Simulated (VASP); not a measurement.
# TaN (P6/mmm) in VASP: a series of runs

TaN is run at these levels: revPBE+D3(BJ), LDA; tasks: relaxation of cell and atoms.

Everything below comes from runs of VASP 6.6.1. Logs are shortened: lines on timing, memory, paths and dates and some standing lists are left out, and cuts for length are marked.

## Step 1: The cell of the first run

It takes space group P6/mmm (No. 191, hexagonal). Conventional cell: a = 5.191 Å, b = 5.191 Å, c = 2.908 Å, α = 90.00°, β = 90.00°, γ = 120.00°. Ta (site symmetry 6/mmm) has 6 N at 2.60 Å and 14 Ta at 2.91 to 3.33 Å within 3.4 Å. Ta (site symmetry -6m2) has 6 N at 2.09 Å and 5 Ta at 2.91 to 3.00 Å within 3.0 Å. Within 3.0 Å of N (site symmetry mmm) lie 6 Ta at 2.09 to 2.60 Å and 6 N at 2.60 to 2.91 Å.

## Step 2: Relaxation of cell and atoms, revPBE+D3(BJ)

INCAR

```
SYSTEM = TaN
PREC = Accurate ; ENCUT = 600
EDIFF = 1E-7 ; ISMEAR = 1
SIGMA = 0.15 ; LREAL = .False.
LASPH = .True. ; NELM = 100
ALGO = Normal ; ISIF = 3
LWAVE = .False. ; LCHARG = .False.
GGA = RE ; IVDW = 12
IBRION = 2 ; NSW = 80
EDIFFG = -0.005
```

KPOINTS

```
regular mesh
0
Gamma
  5 5 8
  0 0 0
```

POSCAR

```
TaN
1.0
    5.1910000000      0.0000000000      0.0000000000
   -2.5955000000      4.4955378700      0.0000000000
    0.0000000000      0.0000000000      2.9080000000
Ta N
3 3
Direct
    0.0000000000      0.0000000000      0.0000000000
    0.3333333333      0.6666666667      0.5000000000
    0.6666666667      0.3333333333      0.5000000000
    0.5000000000      0.0000000000      0.0000000000
    0.5000000000      0.5000000000      0.0000000000
    0.0000000000      0.5000000000      0.0000000000
```

Potentials or basis: VASP PAW PBE potentials, release 64 (Ta_pv, N).

Started as:

```console
cat potpaw_PBE.64/Ta_pv/POTCAR potpaw_PBE.64/N/POTCAR > POTCAR
mpirun -np 1 vasp_std > vasp.out
```

OUTCAR:

```text
SYSTEM = TaN
   PREC = Accurate
   ENCUT = 600
   EDIFF = 1E-7
   ISMEAR = 1
   LREAL = .False.
   LASPH = .True.
   NELM = 100
   ISIF = 3
   GGA = RE
   IVDW = 12
   IBRION = 2
   NSW = 80
   EDIFFG = -0.005
 IVDW          = 12

 ion  position               nearest neighbor table
   1  0.000  0.000  0.000-   5 2.60   6 2.60   6 2.60   5 2.60   4 2.60   4 2.60   2 3.33   3 3.33
                             2 3.33   3 3.33   2 3.33   2 3.33   3 3.33   3 3.33   2 3.33   3 3.33
   2  0.333  0.667  0.500-   4 2.09   4 2.09   6 2.09   6 2.09   5 2.09   5 2.09   3 3.00   3 3.00
                             3 3.00   1 3.33   1 3.33   1 3.33   1 3.33   1 3.33   1 3.33
   3  0.667  0.333  0.500-   4 2.09   4 2.09   6 2.09   6 2.09   5 2.09   5 2.09   2 3.00   2 3.00
                             2 3.00   1 3.33   1 3.33   1 3.33   1 3.33   1 3.33   1 3.33
   4  0.500  0.000  0.000-   2 2.09   3 2.09   2 2.09   3 2.09   1 2.60   1 2.60
   5  0.500  0.500  0.000-   2 2.09   3 2.09   2 2.09   3 2.09   1 2.60   1 2.60
   6  0.000  0.500  0.000-   2 2.09   3 2.09   2 2.09   3 2.09   1 2.60   1 2.60

  LATTYP: Found a hexagonal cell.
 ALAT       =     5.1910000000
 C/A-ratio  =     0.5602003468

  Lattice vectors:

 A1 = (   5.1910000000,   0.0000000000,   0.0000000000)
 A2 = (  -2.5955000000,   4.4955378700,   0.0000000000)
 A3 = (   0.0000000000,   0.0000000000,   2.9080000000)

Analysis of symmetry for initial positions (statically):
=====================================================================
 Subroutine PRICEL returns:
 Original cell was already a primitive cell.

 Routine SETGRP: Setting up the symmetry group for a
 hexagonal supercell.

 Subroutine GETGRP returns: Found 24 space group operations
 (whereof 24 operations were pure point group operations)
 out of a pool of 24 trial point group operations.

The static configuration has the point symmetry D_6h.

Analysis of symmetry for dynamics (positions and initial velocities):
=====================================================================
 Subroutine PRICEL returns:
 Original cell was already a primitive cell.

 Routine SETGRP: Setting up the symmetry group for a
 hexagonal supercell.

 Subroutine GETGRP returns: Found 24 space group operations
 (whereof 24 operations were pure point group operations)
 out of a pool of 24 trial point group operations.

The dynamic configuration has the point symmetry D_6h.

 Subroutine INISYM returns: Found 24 space group operations
 (whereof 24 operations are pure point group operations),
 and found     1 'primitive' translations

----------------------------------------------------------------------------------------

                                     Primitive cell

  volume of cell :      67.8621

  direct lattice vectors                    reciprocal lattice vectors
     5.191000000  0.000000000  0.000000000     0.192641110  0.111221397  0.000000000
    -2.595500000  4.495537870  0.000000000     0.000000000  0.222442793  0.000000000
     0.000000000  0.000000000  2.908000000     0.000000000  0.000000000  0.343878955

  length of vectors
     5.191000000  5.190999999  2.908000000     0.222442793  0.222442793  0.343878955

  position of ions in fractional coordinates (direct lattice)
     0.000000000  0.000000000  0.000000000
     0.333333333  0.666666667  0.500000000
     0.666666667  0.333333333  0.500000000
     0.500000000  0.000000000  0.000000000
     0.500000000  0.500000000  0.000000000
     1.000000000  0.500000000  0.000000000

  ion indices of the primitive-cell ions
   primitive index   ion index
                 1           1
                 2           2
                 3           3
                 4           4
                 5           5
                 6           6

----------------------------------------------------------------------------------------

 KPOINTS: regular mesh

Automatic generation of k-mesh.
 Grid dimensions read from file:
 generate k-points for:    5    5    8

 Generating k-lattice:

  Cartesian coordinates                     Fractional coordinates (reciprocal lattice)
     0.038528222  0.022244279  0.000000000     0.200000000 -0.000000000  0.000000000
     0.000000000  0.044488559  0.000000000     0.000000000  0.200000000  0.000000000
     0.000000000  0.000000000  0.042984869     0.000000000  0.000000000  0.125000000

  Length of vectors
     0.044488559  0.044488559  0.042984869

  Shift w.r.t. Gamma in fractional coordinates (k-lattice)
     0.000000000  0.000000000  0.000000000

 Subroutine IBZKPT returns following result:
 ===========================================

 Found     25 irreducible k-points:

 Following reciprocal coordinates:
            Coordinates               Weight
  0.000000  0.000000  0.000000      1.000000
  0.200000  0.000000  0.000000      6.000000
  0.400000  0.000000  0.000000      6.000000
  0.200000  0.200000  0.000000      6.000000
  0.400000  0.200000  0.000000      6.000000
  0.000000  0.000000  0.125000      2.000000
[... 16 lines left out ...]
  0.400000  0.000000  0.500000      6.000000
  0.200000  0.200000  0.500000      6.000000
   k-points           NKPTS =     25   k-points in BZ     NKDIM =     25   number of bands    NBANDS=     28
   number of dos      NEDOS =    301   number of ions     NIONS =      6
   total plane-waves  NPLWV =  42336
   dimension x,y,z NGX =    42 NGY =   42 NGZ =   24
   dimension x,y,z NGXF=    84 NGYF=   84 NGZF=   48
   ions per type =               3   3
   NGX,Y,Z   is equivalent  to a cutoff of  13.45, 13.45, 13.72 a.u.
   NGXF,Y,Z  is equivalent  to a cutoff of  26.90, 26.90, 27.44 a.u.
 SYSTEM =  TaN
   PREC   = accura    normal or accurate (medium, high low for compatibility)
   ISTART =      0    job   : 0-new  1-cont  2-samecut
   ICHARG =      2    charge: 1-file 2-atom 10-const
   ISPIN  =      1    spin polarized calculation?
   LNONCOLLINEAR =      F non collinear calculations
   LSORBIT =      F    spin-orbit coupling
   LASPH  =      T    aspherical Exc in radial PAW
   ENCUT  =  600.0 eV  44.10 Ry    6.64 a.u.  10.37 10.37  5.81*2*pi/ulx,y,z
   NELM   =    100;   NELMIN=  2; NELMDL= -5     # of ELM steps
   EDIFF  = 0.1E-06   stopping-criterion for ELM
   LREAL  =      F    real-space projection
   EDIFFG = -.5E-02   stopping-criterion for IOM
   NSW    =     80    number of steps for IOM
   IBRION =      2    ionic relax: 0-MD 1-quasi-New 2-CG
   NFREE  =      1    steps in history (QN), initial steepest desc. (CG)
   ISIF   =      3    stress and relaxation
   ISYM   =      2    0-nonsym 1-usesym 2-fastsym
   POTIM  = 0.5000    time-step for ionic-motion
   TEBEG  =    0.0;   TEEND  =   0.0 temperature during run
   PSTRESS=    0.0 pullay stress
   NELECT =      48.0000    total number of electrons
   NUPDOWN=      -1.0000    fix difference up-down
   EMIN   =  10.00;   EMAX   =-10.00  energy-range for DOS
   EFERMI =   0.00;   METHOD = LEGACY
   ISMEAR =     1;   SIGMA  =   0.15  broadening in eV -4-tet -1-fermi 0-gaus
   EFERMI_NEDOS =   21; number of points for ismear=-14 and -15
   IALGO  =     38    algorithm
   IMIX   =      4    mixing-type and parameters
     AMIX     =   0.40;   BMIX     =  1.00
     AMIX_MAG =   1.60;   BMIX_MAG =  1.00
  volume/ion in A,a.u.               =      11.31        76.33
  Fermi-wavevector in a.u.,A,eV,Ry     =   1.458634  2.756418 28.947918  2.127612
  Thomas-Fermi vector in A             =   2.575295
   LORBIT       =      0    0 simple, 1 ext, 2 COOP (PROOUT), +10 PAW based schemes
   GGA     = RE    functional components
   LHFCALC =     F    Hartree Fock is set to
   AEXX    =    0.0000 exact exchange contribution
   IVDW    =    12    specifies the selected vdW correction
   LEPSILON=     F    determine dielectric tensor
   LRPA    =     F    only Hartree local field effects (RPA)
 conjugate gradient relaxation of ions
 non-spin polarized calculation
 Methfessel and Paxton  Order N= 1 SIGMA  =   0.15
  energy-cutoff  :      600.00
  volume of cell :       67.86
 maximum number of plane-waves:      2304
 NGX is ok and might be reduce to    42
   NGX = 21   NGY = 21   NGZ = 11

--------------------------------------- Ionic step        1  -------------------------------------------

 number of electron      48.0000002 magnetization

 Free energy of the ion-electron system (eV)
  ---------------------------------------------------
  ext. energy  EPLUGINS =         0.00000000
  ---------------------------------------------------
  free energy    TOTEN  =       -62.19784750 eV

  energy without entropy =      -62.19605440  energy(sigma->0) =      -62.19724980

------------------------ aborting loop because EDIFF is reached ----------------------------------------

 Edisp (eV)   -4.93672

 E8    (eV) :    -3.5084

  FORCE on cell =-STRESS in cart. coord.  units (eV):
  Direction    XX          YY          ZZ          XY          YZ          ZX
  --------------------------------------------------------------------------------------
  -------------------------------------------------------------------------------------
  Total       0.32787     0.32787     1.02671     0.00000    -0.00000     0.00000
  in kB       7.74071     7.74071    24.23999     0.00000    -0.00000     0.00000
  external pressure =       13.24 kB  Pullay stress =        0.00 kB
[... 157 lines left out ...]
  energy  without entropy=      -67.1347564126  energy(sigma->0) =      -67.13563417

--------------------------------------- Ionic step        5  -------------------------------------------

 number of electron      48.0000004 magnetization

 Free energy of the ion-electron system (eV)
  ---------------------------------------------------
  ext. energy  EPLUGINS =         0.00000000
  ---------------------------------------------------
  free energy    TOTEN  =       -62.21706192 eV

  energy without entropy =      -62.21608181  energy(sigma->0) =      -62.21673522

 E-fermi :   8.2529     XC(G=0): -12.9784

 val. band max:        8.2093349450   @ k =   0.0000   0.0000   0.3750
 cond. band min:       8.3255937795   @ k =   0.2000   0.0000   0.2500
 fundamental gap:      0.1162588344
 Fermi energy:         8.2528798278

 k-point     1 :       0.0000    0.0000    0.0000
  band No.  band energies     occupation
      1     -28.0087      2.00000
      2     -28.0087      2.00000
      3     -27.6223      2.00000
      4     -27.6223      2.00000
      5     -27.4001      2.00000
      6     -27.2915      2.00000
[... 733 lines left out ...]
     27      10.5678     -0.00000
     28      10.7237     -0.00000

 [... further k-points ...]

------------------------ aborting loop because EDIFF is reached ----------------------------------------

 Edisp (eV)   -4.91910

 E8    (eV) :    -3.4957

  FORCE on cell =-STRESS in cart. coord.  units (eV):
  Direction    XX          YY          ZZ          XY          YZ          ZX
  --------------------------------------------------------------------------------------
  -------------------------------------------------------------------------------------
  Total       0.01259     0.01259    -0.02970     0.00000     0.00000     0.00000
  in kB       0.29618     0.29618    -0.69886     0.00000     0.00000     0.00000
  external pressure =       -0.04 kB  Pullay stress =        0.00 kB
[... 21 lines left out ...]
  FREE ENERGIE OF THE ION-ELECTRON SYSTEM (eV)
  ---------------------------------------------------
  free  energy   TOTEN  =       -67.1361606955 eV

  energy  without entropy=      -67.1351805825  energy(sigma->0) =      -67.13583399

 reached required accuracy - stopping structural energy minimisation
```

Wall time 2 min (1 thread of Intel Xeon Platinum 8488C (Sapphire Rapids), shared host); peak memory 0.24 GiB.

What came out:

| Item | Value |
| --- | --- |
| Free energy | -67.1362 eV |
| Relaxed volume | 11.35 Å³/atom |
| Relaxed cell | a = 5.191 Å, b = 5.191 Å, c = 2.917 Å, α = 90.00°, β = 90.00°, γ = 120.00° |
| Space group after relaxing (to 0.1 Å) | P6/mmm (No. 191) |
| Energy gained by relaxing | 0.3 meV/atom |
| Ionic steps | 5 |
| Pressure after relaxing | 0.0 GPa |
| Band gap on the k mesh | zero (bands 24 and 25 overlap by 2.11 eV) |
| Dispersion energy per atom | -0.820 eV |

Stress tensor (GPa, compression positive):
```
 0.03  0.00  0.00
 0.00  0.03  0.00
 0.00  0.00 -0.07
```

The path:
```tsv
step	energy change (eV)	largest force (eV/Å)	pressure (GPa)	volume (Å³)
1	0.0000	0.0000	1.32	67.86
2	0.0067	0.0000	-3.36	68.78
3	-0.0015	0.0000	-0.11	68.14
4	-0.0015	0.0000	-0.14	68.14
5	-0.0016	0.0000	0.00	68.09
```

Final structure:
```yaml
crystal:
  lattice:
    - [5.19139, 0.00000, 0.00000]
    - [-2.59570, 4.49588, 0.00000]
    - [0.00000, 0.00000, 2.91730]
  atoms:
    - { symbol: Ta, position: [0.00000, 0.00000, 0.00000] }
    - { symbol: Ta, position: [0.33333, 0.66667, 0.50000] }
    - { symbol: Ta, position: [0.66667, 0.33333, 0.50000] }
    - { symbol: N, position: [0.50000, 0.00000, 0.00000] }
    - { symbol: N, position: [0.50000, 0.50000, 0.00000] }
    - { symbol: N, position: [0.00000, 0.50000, 0.00000] }
```

Caveat: the PAW data sets were made with another functional, which shifts forces and pressure a little; spin-orbit coupling is left out, which moves the levels of the heavy elements.

## Step 3: Relaxation of cell and atoms, LDA

INCAR

```
PREC = Accurate
ENCUT = 600
EDIFF = 1E-6
ISMEAR = 1
SIGMA = 0.15
LREAL = False
LASPH = True
NELM = 60
ALGO = Normal
ISIF = 3
LWAVE = False
LCHARG = False
GGA = CA
IBRION = 2
NSW = 80
EDIFFG = -0.005
```

KPOINTS

```
Automatic mesh
0
Gamma
  5 5 8
```

POSCAR is that of step 2.

Potentials or basis: VASP PAW LDA potentials, release 64 (Ta_pv, N).

Started as:

```console
cat potpaw_LDA.64/Ta_pv/POTCAR potpaw_LDA.64/N/POTCAR > POTCAR
mpirun -np 1 vasp_std > vasp.out
```

OUTCAR:

```text
PREC = Accurate
   ENCUT = 600
   EDIFF = 1E-6
   ISMEAR = 1
   LREAL = False
   LASPH = True
   NELM = 60
   ISIF = 3
   GGA = CA
   IBRION = 2
   NSW = 80
   EDIFFG = -0.005

 ion  position               nearest neighbor table
   1  0.000  0.000  0.000-   5 2.60   6 2.60   6 2.60   5 2.60   4 2.60   4 2.60   2 3.33   3 3.33
                             2 3.33   3 3.33   2 3.33   2 3.33   3 3.33   3 3.33   2 3.33   3 3.33
   2  0.333  0.667  0.500-   4 2.09   4 2.09   6 2.09   6 2.09   5 2.09   5 2.09   3 3.00   3 3.00
                             3 3.00   1 3.33   1 3.33   1 3.33   1 3.33   1 3.33   1 3.33
   3  0.667  0.333  0.500-   4 2.09   4 2.09   6 2.09   6 2.09   5 2.09   5 2.09   2 3.00   2 3.00
                             2 3.00   1 3.33   1 3.33   1 3.33   1 3.33   1 3.33   1 3.33
   4  0.500  0.000  0.000-   2 2.09   3 2.09   2 2.09   3 2.09   1 2.60   1 2.60
   5  0.500  0.500  0.000-   2 2.09   3 2.09   2 2.09   3 2.09   1 2.60   1 2.60
   6  0.000  0.500  0.000-   2 2.09   3 2.09   2 2.09   3 2.09   1 2.60   1 2.60

[... 363 lines left out ...]
 E-fermi :   8.2017     XC(G=0): -13.3322

 val. band max:        8.1727675748   @ k =   0.2000   0.0000   0.3750
 cond. band min:       8.2094134391   @ k =   0.2000   0.0000   0.2500
 fundamental gap:      0.0366458643
 Fermi energy:         8.2016698888

 k-point     1 :       0.0000    0.0000    0.0000
  band No.  band energies     occupation
      1     -27.8314      2.00000
      2     -27.8314      2.00000
      3     -27.4205      2.00000
      4     -27.4205      2.00000
      5     -27.1992      2.00000
      6     -27.0637      2.00000
[... 733 lines left out ...]
     27      10.5694     -0.00000
     28      10.6345     -0.00000

 [... further k-points ...]

------------------------ aborting loop because EDIFF is reached ----------------------------------------

  FORCE on cell =-STRESS in cart. coord.  units (eV):
  Direction    XX          YY          ZZ          XY          YZ          ZX
  --------------------------------------------------------------------------------------
  -------------------------------------------------------------------------------------
  Total        0.0122857      0.0122857      0.0184562      0.0000000     -0.0000000     -0.0000000
  in kB        0.2932537      0.2932537      0.4405415      0.0000000     -0.0000000     -0.0000000
  external PRESSURE =       0.3423496 kB  Pullay stress =       0.0000000 kB
[... 21 lines left out ...]
  FREE ENERGIE OF THE ION-ELECTRON SYSTEM (eV)
  ---------------------------------------------------
  free  energy   TOTEN  =       -71.3550029652 eV

  energy  without entropy=      -71.3511377065  energy(sigma->0) =      -71.35371455

 reached required accuracy - stopping structural energy minimisation
```

OSZICAR:

```text
N       E                     dE             d eps       ncg     rms          rms(c)
DAV:   1     0.477504630358E+03    0.47750E+03   -0.29169E+04  1400   0.200E+03
DAV:   2    -0.498988446582E+02   -0.52740E+03   -0.51508E+03  1672   0.526E+02
DAV:   3    -0.813622664966E+02   -0.31463E+02   -0.30765E+02  1728   0.115E+02
[... 40 lines left out ...]
       N       E                     dE             d eps       ncg     rms          rms(c)
DAV:   1    -0.713550313938E+02   -0.35761E-04   -0.17276E-03  1444   0.310E-01    0.311E-02
DAV:   2    -0.713550107729E+02    0.20621E-04   -0.46667E-05  1740   0.487E-02    0.153E-02
DAV:   3    -0.713550031193E+02    0.76537E-05   -0.21242E-05  1720   0.278E-02    0.632E-03
DAV:   4    -0.713550029652E+02    0.15406E-06   -0.15660E-06  1220   0.822E-03
   5 F= -.71355003E+02 E0= -.71353715E+02  d E =-.736241E-05
```

CONTCAR:

```text
TaN
   1.00000000000000
     5.1746704574835514    0.0000000000000000    0.0000000000000000
    -2.5873352287417757    4.4813960713584367   -0.0000000000000000
     0.0000000000000000    0.0000000000000000    2.8944739641376036
  Ta              N
     3     3
Direct
     0.0000000000000000    0.0000000000000000    0.0000000000000000
     0.3333333332999970    0.6666666667000030    0.5000000000000000
     0.6666666667000030    0.3333333332999970    0.5000000000000000
     0.5000000000000000    0.0000000000000000    0.0000000000000000
     0.5000000000000000    0.5000000000000000    0.0000000000000000
     0.0000000000000000    0.5000000000000000    0.0000000000000000

  0.00000000E+00  0.00000000E+00  0.00000000E+00
  0.00000000E+00  0.00000000E+00  0.00000000E+00
  0.00000000E+00  0.00000000E+00  0.00000000E+00
  0.00000000E+00  0.00000000E+00  0.00000000E+00
  0.00000000E+00  0.00000000E+00  0.00000000E+00
  0.00000000E+00  0.00000000E+00  0.00000000E+00
```

Run time: 1.7 min. Hardware: 1 thread of Intel Xeon Platinum 8488C (Sapphire Rapids), shared host; peak memory 0.21 GiB.

What came out:

| Quantity | Value |
| --- | --- |
| Free energy | -71.3550 eV |
| Relaxed volume | 11.19 Å³/atom |
| Relaxed cell | a = 5.175 Å, b = 5.175 Å, c = 2.894 Å, α = 90.00°, β = 90.00°, γ = 120.00° |
| Space group after relaxing (to 0.1 Å) | P6/mmm (No. 191) |
| Energy gained by relaxing | 1.5 meV/atom |
| Ionic steps | 5 |
| Pressure after relaxing | 0.0 GPa |
| Band gap on the k mesh | zero (bands 24 and 25 overlap by 2.19 eV) |

Step by step:
```
step  energy change (eV)  largest force (eV/Å)  pressure (GPa)  volume (Å³)
   1              0.0000                0.0000           -3.71        67.86
   2              0.0516                0.0000           10.25        65.32
   3             -0.0090                0.0000           -0.06        67.15
   4             -0.0090                0.0000            0.01        67.13
   5             -0.0090                0.0000            0.03        67.12
```

Final structure:
```yaml
crystal:
  lattice:
    - [5.17467, 0.00000, 0.00000]
    - [-2.58734, 4.48140, 0.00000]
    - [0.00000, 0.00000, 2.89447]
  atoms:
    - { symbol: Ta, position: [0.00000, 0.00000, 0.00000] }
    - { symbol: Ta, position: [0.33333, 0.66667, 0.50000] }
    - { symbol: Ta, position: [0.66667, 0.33333, 0.50000] }
    - { symbol: N, position: [0.50000, 0.00000, 0.00000] }
    - { symbol: N, position: [0.50000, 0.50000, 0.00000] }
    - { symbol: N, position: [0.00000, 0.50000, 0.00000] }
```

Levels at points of the mesh, in eV from the Fermi level:
| k point | band 22 | band 23 | band 24 | band 25 | band 26 | band 27 |
| --- | --- | --- | --- | --- | --- | --- |
| (0.00, 0.00, 0.00) | -2.56 | -2.15 | -1.35 | -1.35 | 0.76 | 0.76 |
| (0.00, 0.00, 0.50) | -3.16 | -1.97 | 0.84 | 0.84 | 1.52 | 1.76 |

Caveat: spin-orbit coupling is left out, which moves the levels of the heavy elements.

The gap in the log of VASP goes by the Fermi energy; the results here count the filled bands.